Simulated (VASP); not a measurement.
Input of a VASP 6.6.1 run:

The input INCAR:

```
  ALGO = Normal
  EDIFF = 1E-6
  ENCUT = 500
  GGA_COMPAT = False
  ISIF = 2
  ISMEAR = -1
  LASPH = True
  LCHARG = False
  LREAL = False
  LWAVE = False
  NBANDS = 23
  NELM = 120
  PREC = Accurate
  SIGMA = 0.05
```

The input KPOINTS:

```
k-points
0
Gamma
  9 9 5
```

POSCAR

```
Os
1.0
    2.7132888345      0.0000000000      0.0000000000
   -1.3566444173      2.3497770585      0.0000000000
    0.0000000000      0.0000000000      4.2933268075
Os
2
Direct
    0.3333333333      0.6666666667      0.2500000000
    0.6666666667      0.3333333333      0.7500000000
```

Potentials or basis: VASP PAW LDA potentials, release 64 (Os_sv_GW).

The run is started by

```sh
$ cat potpaw_LDA.64/Os_sv_GW/POTCAR > POTCAR
$ mpirun -np 1 vasp_std > vasp.out
```

Question: What does it give for the pressure?

Answer: -0.7 GPa.

Question: What does it give for the band gap on the k mesh?

Answer: Zero (band 16 reaches 16.07 eV, above the bottom of band 17 at 12.08 eV).

Stress tensor (GPa, compression positive):
```
-0.73  0.00  0.00
 0.00 -0.73  0.00
 0.00  0.00 -0.55
```

Caveat: spin-orbit coupling is left out, which moves the levels of the heavy elements.
